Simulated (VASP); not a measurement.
Crystal: TiSi2.

```
Ti Si
1.0
     0.00000    4.11752    4.34816
     2.38951    0.00000    4.34816
     2.38951    4.11752    0.00000
Ti Si
2 4
Cartesian
  3.5843 6.1763 6.5222
  2.3895 4.1175 4.3482
  1.1948 3.3975 2.1741
  1.1948 0.7200 2.1741
  2.3895 1.3387 4.3482
  2.3895 6.8963 4.3482
```

Base run:

| Item | Value |
| --- | --- |
| Program | VASP 6.6.1 |
| Functional | PBEsol |
| Potentials or basis | VASP PAW PBE potentials, release 64 (Ti_sv, Si) |
| Cutoff | 520 eV |
| k mesh | 6 × 6 × 6 |
| Occupations | fermi-dirac, width 0.05 eV |
| Spin | no spin polarisation |

Its results: band gap on the k mesh zero (band 20 reaches 10.46 eV, above the bottom of band 21 at 8.77 eV); pressure -5.0 GPa; largest force 0.060 eV/Å.

**Question.** The run is repeated on the same cell with these changes: functional from PBEsol to PBE. What comes out?

**Answer.** Band gap on the k mesh zero (band 20 reaches 10.55 eV, above the bottom of band 21 at 8.86 eV); pressure -1.2 GPa; largest force 0.033 eV/Å.

PBE binds less tightly than PBEsol, so the same cell stands under more pressure.

Caveats: the PAW data sets were made with another functional, which shifts forces and pressure a little (some runs).
